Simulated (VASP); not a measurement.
# SiC (I-4m2) in VASP: further runs

Runs on SiC. Level: PBEsol. Tasks: single point.

All numbers are computed with VASP 6.6.1; they aren't measurements. Logs are shortened: lines on timing, memory, paths and dates and some standing lists are left out, and cuts for length are marked.

### Step 1. The cell of the first run

It takes space group I-4m2 (No. 119, tetragonal). Conventional cell: a = 3.549 Å, b = 3.549 Å, c = 3.263 Å, α = 90.00°, β = 90.00°, γ = 90.00°. Within 2.6 Å of Si (site symmetry -4m2) lie 4 C at 1.95 Å. C (site symmetry -4m2) has 4 Si at 1.95 Å within 2.6 Å.

### Step 2. Single point, PBEsol

INCAR

```
PREC     = Accurate       # precision mode
ENCUT    = 520            # plane-wave cutoff, eV
EDIFF    = 1E-6           # SCF threshold, eV
ISMEAR   = 0              # smearing method
SIGMA    = 0.05           # smearing width, eV
LREAL    = F              # projectors in reciprocal space
LASPH    = T              # aspherical terms in the spheres
NELM     = 60             # most SCF steps
ALGO     = Normal         # electronic algorithm
ISIF     = 2              # what is computed and relaxed
LWAVE    = F              # write WAVECAR
LCHARG   = F              # write CHGCAR
GGA      = PS             # functional
NBANDS   = 11             # bands
```

KPOINTS

```
regular mesh
0
Gamma
  12 12 12
```

POSCAR

```
SiC
1.0
    0.0000000000      2.5096996737      1.6313047879
    2.5096996737      0.0000000000      1.6313047879
    2.5096996737      2.5096996737      0.0000000000
Si C
1 1
Direct
    0.0000000000      0.0000000000      0.0000000000
    0.7500000000      0.7500000000      0.7500000000
```

Potentials or basis: VASP PAW PBE potentials, release 64 (Si, C).

Run with:

```console
cat potpaw_PBE.64/Si/POTCAR potpaw_PBE.64/C/POTCAR > POTCAR
mpirun -np 1 vasp_std > vasp.out
```

OUTCAR:

```text
PREC = Accurate
   ENCUT = 520
   EDIFF = 1E-6
   ISMEAR = 0
   LREAL = F
   LASPH = T
   NELM = 60
   ISIF = 2
   GGA = PS

 ion  position               nearest neighbor table
   1  0.000  0.000  0.000-   2 1.95   2 1.95   2 1.95   2 1.95
   2  0.750  0.750  0.750-   1 1.95   1 1.95   1 1.95   1 1.95

  LATTYP: Found a body centered tetragonal cell.
 ALAT       =     3.5492513160
 C/A-ratio  =     0.9192388155

  Lattice vectors:

 A1 = (   0.0000000000,  -2.5096996737,  -1.6313047879)
 A2 = (   0.0000000000,   2.5096996737,  -1.6313047879)
 A3 = (   2.5096996737,   0.0000000000,   1.6313047879)

Analysis of symmetry for initial positions (statically):
=====================================================================
 Subroutine PRICEL returns:
 Original cell was already a primitive cell.

 Routine SETGRP: Setting up the symmetry group for a
 body centered tetragonal supercell.

 Subroutine GETGRP returns: Found  8 space group operations
 (whereof  8 operations were pure point group operations)
 out of a pool of 16 trial point group operations.

The static configuration has the point symmetry D_2d.

Analysis of symmetry for dynamics (positions and initial velocities):
=====================================================================
 Subroutine PRICEL returns:
 Original cell was already a primitive cell.

 Routine SETGRP: Setting up the symmetry group for a
 body centered tetragonal supercell.

 Subroutine GETGRP returns: Found  8 space group operations
 (whereof  8 operations were pure point group operations)
 out of a pool of 16 trial point group operations.

The dynamic configuration has the point symmetry D_2d.

 Subroutine INISYM returns: Found  8 space group operations
 (whereof  8 operations are pure point group operations),
 and found     1 'primitive' translations

----------------------------------------------------------------------------------------

                                     Primitive cell

  volume of cell :      20.5498

  direct lattice vectors                    reciprocal lattice vectors
     0.000000000  2.509699674  1.631304788    -0.199227025  0.199227025  0.306503116
     2.509699674  0.000000000  1.631304788     0.199227025 -0.199227025  0.306503116
     2.509699674  2.509699674  0.000000000     0.199227025  0.199227025 -0.306503116

  length of vectors
     2.993283776  2.993283776  3.549251316     0.416325564  0.416325564  0.416325564

  position of ions in fractional coordinates (direct lattice)
     0.000000000  0.000000000  0.000000000
     0.750000000  0.750000000  0.750000000

  ion indices of the primitive-cell ions
   primitive index   ion index
                 1           1
                 2           2

----------------------------------------------------------------------------------------

 KPOINTS: regular mesh

Automatic generation of k-mesh.
 Grid dimensions read from file:
 generate k-points for:   12   12   12

 Generating k-lattice:

  Cartesian coordinates                     Fractional coordinates (reciprocal lattice)
    -0.016602252  0.016602252  0.025541926     0.083333333  0.000000000  0.000000000
     0.016602252 -0.016602252  0.025541926     0.000000000  0.083333333  0.000000000
     0.016602252  0.016602252 -0.025541926    -0.000000000 -0.000000000  0.083333333

  Length of vectors
     0.034693797  0.034693797  0.034693797

  Shift w.r.t. Gamma in fractional coordinates (k-lattice)
     0.000000000  0.000000000  0.000000000

 Subroutine IBZKPT returns following result:
 ===========================================

 Found    163 irreducible k-points:

 Following reciprocal coordinates:
            Coordinates               Weight
  0.000000  0.000000  0.000000      1.000000
  0.083333  0.000000  0.000000      8.000000
  0.166667  0.000000  0.000000      8.000000
  0.250000  0.000000  0.000000      8.000000
  0.333333  0.000000  0.000000      8.000000
  0.416667 -0.000000  0.000000      8.000000
[... 16 lines left out ...]
  0.500000  0.166667  0.000000      8.000000
 -0.416667  0.166667  0.000000      8.000000
 [... further k-points ...]
   k-points           NKPTS =    163   k-points in BZ     NKDIM =    163   number of bands    NBANDS=     11
   number of dos      NEDOS =    301   number of ions     NIONS =      2
   total plane-waves  NPLWV =  16128
   dimension x,y,z NGX =    24 NGY =   24 NGZ =   28
   dimension x,y,z NGXF=    48 NGYF=   48 NGZF=   56
   ions per type =               1   1
   NGX,Y,Z   is equivalent  to a cutoff of  13.33, 13.33, 13.12 a.u.
   NGXF,Y,Z  is equivalent  to a cutoff of  26.66, 26.66, 26.23 a.u.
 SYSTEM =  unknown system
   PREC   = accura    normal or accurate (medium, high low for compatibility)
   ISTART =      0    job   : 0-new  1-cont  2-samecut
   ICHARG =      2    charge: 1-file 2-atom 10-const
   ISPIN  =      1    spin polarized calculation?
   LNONCOLLINEAR =      F non collinear calculations
   LSORBIT =      F    spin-orbit coupling
   LASPH  =      T    aspherical Exc in radial PAW
   ENCUT  =  520.0 eV  38.22 Ry    6.18 a.u.   5.57  5.57  6.60*2*pi/ulx,y,z
   NELM   =     60;   NELMIN=  2; NELMDL= -5     # of ELM steps
   EDIFF  = 0.1E-05   stopping-criterion for ELM
   LREAL  =      F    real-space projection
   EDIFFG = 0.1E-04   stopping-criterion for IOM
   NSW    =      0    number of steps for IOM
   IBRION =     -1    ionic relax: 0-MD 1-quasi-New 2-CG
   NFREE  =      0    steps in history (QN), initial steepest desc. (CG)
   ISIF   =      2    stress and relaxation
   ISYM   =      2    0-nonsym 1-usesym 2-fastsym
   POTIM  = 0.5000    time-step for ionic-motion
   TEBEG  =    0.0;   TEEND  =   0.0 temperature during run
   PSTRESS=    0.0 pullay stress
   NELECT =       8.0000    total number of electrons
   NUPDOWN=      -1.0000    fix difference up-down
   EMIN   =  10.00;   EMAX   =-10.00  energy-range for DOS
   EFERMI =   0.00;   METHOD = LEGACY
   ISMEAR =     0;   SIGMA  =   0.05  broadening in eV -4-tet -1-fermi 0-gaus
   EFERMI_NEDOS =   21; number of points for ismear=-14 and -15
   IALGO  =     38    algorithm
   IMIX   =      4    mixing-type and parameters
     AMIX     =   0.40;   BMIX     =  1.00
     AMIX_MAG =   1.60;   BMIX_MAG =  1.00
  volume/ion in A,a.u.               =      10.27        69.34
  Fermi-wavevector in a.u.,A,eV,Ry     =   1.195369  2.258920 19.441458  1.428907
  Thomas-Fermi vector in A             =   2.331336
   LORBIT       =      0    0 simple, 1 ext, 2 COOP (PROOUT), +10 PAW based schemes
   GGA     = PS    functional components
   LHFCALC =     F    Hartree Fock is set to
   AEXX    =    0.0000 exact exchange contribution
   IVDW    =     0    specifies the selected vdW correction
   LEPSILON=     F    determine dielectric tensor
   LRPA    =     F    only Hartree local field effects (RPA)
 non-spin polarized calculation
 Gauss-broadening in eV      SIGMA  =   0.05
  energy-cutoff  :      520.00
  volume of cell :       20.55
 maximum number of plane-waves:       578
 NGX is ok and might be reduce to    24

 number of electron       8.0000000 magnetization

 Free energy of the ion-electron system (eV)
  ---------------------------------------------------
  ext. energy  EPLUGINS =         0.00000000
  ---------------------------------------------------
  free energy    TOTEN  =       -14.74316506 eV

  energy without entropy =      -14.74280695  energy(sigma->0) =      -14.74298600

 E-fermi :   9.0478     XC(G=0): -11.6979

 val. band max:        9.0103614749   @ k =   0.4167   0.3333   0.0833
 cond. band min:       9.0782186195   @ k =  -0.0833  -0.0000   0.0833
 fundamental gap:      0.0678571446
 Fermi energy:         9.0477646841

 k-point     1 :       0.0000    0.0000    0.0000
  band No.  band energies     occupation
      1      -7.1248      2.00000
      2       7.9855      2.00000
      3       7.9855      2.00000
      4      10.0501      0.00000
      5      13.6126      0.00000
      6      16.0432      0.00000
      7      17.1139      0.00000
      8      17.1139      0.00000
      9      17.1546      0.00000
     10      21.9718      0.00000
     11      22.4642      0.00000

 k-point     2 :       0.0833    0.0000    0.0000
  band No.  band energies     occupation
      1      -6.9718      2.00000
      2       7.5944      2.00000
      3       7.7665      2.00000
      4       9.6862      0.00000
      5      13.9587      0.00000
      6      15.4377      0.00000
      7      16.3387      0.00000
      8      17.2043      0.00000
      9      17.9437      0.00000
     10      21.3417      0.00000
     11      23.2539      0.00000

 k-point     3 :       0.1667    0.0000    0.0000
  band No.  band energies     occupation
      1      -6.5166      2.00000
      2       6.3852      2.00000
      3       7.2422      2.00000
      4       9.1474      0.00483
      5      13.3632      0.00000
      6      15.2962      0.00000
      7      15.5384      0.00000
      8      17.5900      0.00000
      9      19.3787      0.00000
     10      21.4524      0.00000
     11      25.1039      0.00000
[... 267 lines left out ...]
 k-point    23 :       0.5000    0.1667    0.0000
  band No.  band energies     occupation
      1      -2.4660      2.00000
      2       0.5973      2.00000
      3       4.6333      2.00000
      4       6.4725      2.00000
      5      11.3545      0.00000
      6      15.1124      0.00000
      7      15.3267      0.00000
      8      18.4600      0.00000
      9      25.0235      0.00000
     10      26.4135      0.00000
     11      26.5016      0.00000

 k-point    24 :      -0.4167    0.1667    0.0000
  band No.  band energies     occupation
      1      -3.2442      2.00000
      2       1.5071      2.00000
      3       4.7013      2.00000
      4       6.6723      2.00000
      5      11.6239      0.00000
      6      15.3622      0.00000
      7      16.1968      0.00000
      8      17.9003      0.00000
      9      23.7872      0.00000
     10      25.1285      0.00000
     11      25.7293      0.00000

 [... further k-points ...]

------------------------ aborting loop because EDIFF is reached ----------------------------------------

  FORCE on cell =-STRESS in cart. coord.  units (eV):
  Direction    XX          YY          ZZ          XY          YZ          ZX
  --------------------------------------------------------------------------------------
  -------------------------------------------------------------------------------------
  Total       -3.5280293     -3.5280293      2.6397868      0.0000000      0.0000000     -0.0000000
  in kB     -275.0642531   -275.0642531    205.8120604      0.0000000      0.0000000     -0.0000000
  external PRESSURE =    -114.7721486 kB  Pullay stress =       0.0000000 kB

 VOLUME and BASIS-vectors are now :
 -----------------------------------------------------------------------------
  energy-cutoff  :      520.00
  volume of cell :       20.55
      direct lattice vectors                 reciprocal lattice vectors
     0.000000000  2.509699674  1.631304788    -0.199227025  0.199227025  0.306503116
     2.509699674  0.000000000  1.631304788     0.199227025 -0.199227025  0.306503116
     2.509699674  2.509699674  0.000000000     0.199227025  0.199227025 -0.306503116

 POSITION                                       TOTAL-FORCE (eV/Angst)
 -----------------------------------------------------------------------------------
      0.00000      0.00000      0.00000        -0.000000      0.000000     -0.000000
      3.76455      3.76455      2.44696         0.000000      0.000000      0.000000
 -----------------------------------------------------------------------------------
    total drift:                                0.000000      0.000000      0.000000

  FREE ENERGIE OF THE ION-ELECTRON SYSTEM (eV)
  ---------------------------------------------------
  free  energy   TOTEN  =       -14.7431650626 eV

  energy  without entropy=      -14.7428069453  energy(sigma->0) =      -14.74298600
```

It took 16 s on 1 thread of Intel Xeon 6975P-C (Granite Rapids), shared host; peak memory 0.16 GiB.

What came out:

* Free energy: -14.7432 eV
* Pressure: -11.5 GPa
* Band gap on the k mesh: zero (band 4 reaches 10.05 eV, above the bottom of band 5 at 7.54 eV)

Stress tensor (GPa, compression positive):
```
-27.51   0.00   0.00
  0.00 -27.51   0.00
  0.00   0.00  20.58
```

Levels at points of the mesh, in eV from the Fermi level:
| k point | band 1 | band 2 | band 3 | band 4 | band 5 | band 6 | band 7 | band 8 |
| --- | --- | --- | --- | --- | --- | --- | --- | --- |
| (0.00, 0.00, 0.00) | -16.17 | -1.06 | -1.06 | 1.00 | 4.56 | 7.00 | 8.07 | 8.07 |
| (0.50, 0.00, 0.00) | -12.00 | -9.01 | -3.35 | -0.91 | 1.41 | 3.89 | 9.05 | 11.38 |
| (0.50, 0.50, 0.00) | -9.22 | -6.34 | -6.34 | -4.68 | -1.19 | 0.30 | 12.32 | 12.32 |
| (0.50, 0.00, 0.50) | -11.97 | -10.16 | -1.64 | -1.24 | 3.45 | 6.82 | 8.16 | 9.36 |

Caveat: the PAW data sets were made with another functional, which shifts forces and pressure a little.

### Step 3. Single point, PBEsol

This run uses another cell than the first one, of the same volume but with other edges.

INCAR

```
SYSTEM = SiC
ALGO     = Normal         ! electronic algorithm
EDIFF    = 1E-7           ! SCF threshold, eV
ENCUT    = 520            ! plane-wave cutoff, eV
GGA      = PS             ! functional
ISIF     = 2              ! what is computed and relaxed
ISMEAR   = 0              ! smearing method
LASPH    = .TRUE.         ! aspherical terms in the spheres
LCHARG   = .FALSE.        ! write CHGCAR
LREAL    = .FALSE.        ! projectors in reciprocal space
LWAVE    = .FALSE.        ! write WAVECAR
NBANDS   = 11             ! bands
NELM     = 80             ! most SCF steps
PREC     = Accurate       ! precision mode
SIGMA    = 0.05           ! smearing width, eV
```

KPOINTS

```
k-points
0
G
  12 12 12
  0 0 0
```

POSCAR

```
SiC
1.0
    0.0000000000      1.8991639303      2.8487458955
    1.8991639303      0.0000000000      2.8487458955
    1.8991639303      1.8991639303      0.0000000000
Si C
1 1
Direct
    0.0000000000      0.0000000000      0.0000000000
    0.7500000000      0.7500000000      0.7500000000
```

Potentials or basis: VASP PAW PBE potentials, release 64 (Si, C).

Run with:

```console
cat potpaw_PBE.64/Si/POTCAR potpaw_PBE.64/C/POTCAR > POTCAR
mpirun -np 1 vasp_std > vasp.out
```

OUTCAR:

```text
SYSTEM = SiC
   EDIFF = 1E-7
   ENCUT = 520
   GGA = PS
   ISIF = 2
   ISMEAR = 0
   LASPH = .TRUE.
   LREAL = .FALSE.
   NELM = 80
   PREC = Accurate

 ion  position               nearest neighbor table
   1  0.000  0.000  0.000-   2 1.96   2 1.96   2 1.96   2 1.96
   2  0.750  0.750  0.750-   1 1.96   1 1.96   1 1.96   1 1.96

  LATTYP: Found a body centered tetragonal cell.
 ALAT       =     2.6858233874
 C/A-ratio  =     2.1213203436

  Lattice vectors:

[... 525 lines left out ...]

  FORCE on cell =-STRESS in cart. coord.  units (eV):
  Direction    XX          YY          ZZ          XY          YZ          ZX
  --------------------------------------------------------------------------------------
  -------------------------------------------------------------------------------------
  Total        4.9287519      4.9287519    -10.2251321      0.0000000      0.0000000     -0.0000000
  in kB      384.2721668    384.2721668   -797.2066158      0.0000000      0.0000000     -0.0000000
  external PRESSURE =      -9.5540940 kB  Pullay stress =       0.0000000 kB

 VOLUME and BASIS-vectors are now :
 -----------------------------------------------------------------------------
  energy-cutoff  :      520.00
  volume of cell :       20.55
      direct lattice vectors                 reciprocal lattice vectors
     0.000000000  1.899163930  2.848745896    -0.263273745  0.263273745  0.175515830
     1.899163930  0.000000000  2.848745896     0.263273745 -0.263273745  0.175515830
     1.899163930  1.899163930  0.000000000     0.263273745  0.263273745 -0.175515830

 POSITION                                       TOTAL-FORCE (eV/Angst)
 -----------------------------------------------------------------------------------
      0.00000      0.00000      0.00000         0.000000      0.000000     -0.000000
      2.84875      2.84875      4.27312        -0.000000     -0.000000      0.000000
 -----------------------------------------------------------------------------------
    total drift:                                0.000000      0.000000     -0.000000

  FREE ENERGIE OF THE ION-ELECTRON SYSTEM (eV)
  ---------------------------------------------------
  free  energy   TOTEN  =       -13.3571047904 eV

  energy  without entropy=      -13.3549405077  energy(sigma->0) =      -13.35602265
```

OSZICAR:

```text
N       E                     dE             d eps       ncg     rms          rms(c)
DAV:   1     0.397827085491E+01    0.39783E+01   -0.39280E+03  3682   0.613E+02
DAV:   2    -0.142626838114E+02   -0.18241E+02   -0.17239E+02  4434   0.104E+02
DAV:   3    -0.148872701972E+02   -0.62459E+00   -0.62219E+00  4498   0.159E+01
DAV:   4    -0.148895435656E+02   -0.22734E-02   -0.22731E-02  4211   0.119E+00
DAV:   5    -0.148895527635E+02   -0.91980E-05   -0.91992E-05  4526   0.690E-02    0.819E+00
DAV:   6    -0.133892572011E+02    0.15003E+01   -0.84905E+00  4118   0.112E+01    0.326E+00
DAV:   7    -0.133713286297E+02    0.17929E-01   -0.18792E-01  4057   0.283E+00    0.177E+00
DAV:   8    -0.133572112556E+02    0.14117E-01   -0.19801E-02  4283   0.936E-01    0.138E-01
DAV:   9    -0.133571056567E+02    0.10560E-03   -0.81218E-04  4384   0.162E-01    0.801E-02
DAV:  10    -0.133571077731E+02   -0.21163E-05   -0.84662E-05  4122   0.514E-02    0.181E-02
DAV:  11    -0.133571050521E+02    0.27210E-05   -0.17404E-05  4474   0.182E-02    0.990E-03
DAV:  12    -0.133571048687E+02    0.18339E-06   -0.22355E-06  4264   0.759E-03    0.200E-03
DAV:  13    -0.133571047904E+02    0.78307E-07   -0.27906E-07  2505   0.269E-03
   1 F= -.13357105E+02 E0= -.13356023E+02  d E =-.216428E-02
```

Run time: 22 s. Hardware: 1 thread of Intel Xeon 6975P-C (Granite Rapids), shared host; peak memory 0.16 GiB.

Results:

| Property | Result |
| --- | --- |
| Free energy | -13.3571 eV |
| Pressure | -1.0 GPa |
| Band gap on the k mesh | zero (band 4 reaches 10.58 eV, above the bottom of band 5 at 9.04 eV) |

Stress tensor (GPa, compression positive):
```
 38.43   0.00   0.00
  0.00  38.43   0.00
  0.00   0.00 -79.72
```

Levels at points of the mesh, in eV from the Fermi level:
| k point | band 1 | band 2 | band 3 | band 4 | band 5 | band 6 | band 7 | band 8 | band 9 |
| --- | --- | --- | --- | --- | --- | --- | --- | --- | --- |
| (0.00, 0.00, 0.00) | -17.07 | -4.57 | 0.26 | 0.26 | 0.43 | 5.66 | 6.46 | 6.46 | 9.48 |
| (0.50, 0.00, 0.00) | -13.02 | -10.02 | -5.15 | -1.29 | 0.61 | 7.35 | 9.24 | 9.67 | 13.34 |
| (0.50, 0.50, 0.00) | -13.70 | -12.51 | -1.26 | -1.26 | 2.98 | 7.27 | 8.10 | 12.28 | 12.28 |
| (0.50, 0.00, 0.50) | -10.49 | -7.41 | -5.82 | -4.98 | -0.79 | 0.84 | 5.56 | 9.59 | 11.21 |

Caveat: the PAW data sets were made with another functional, which shifts forces and pressure a little.
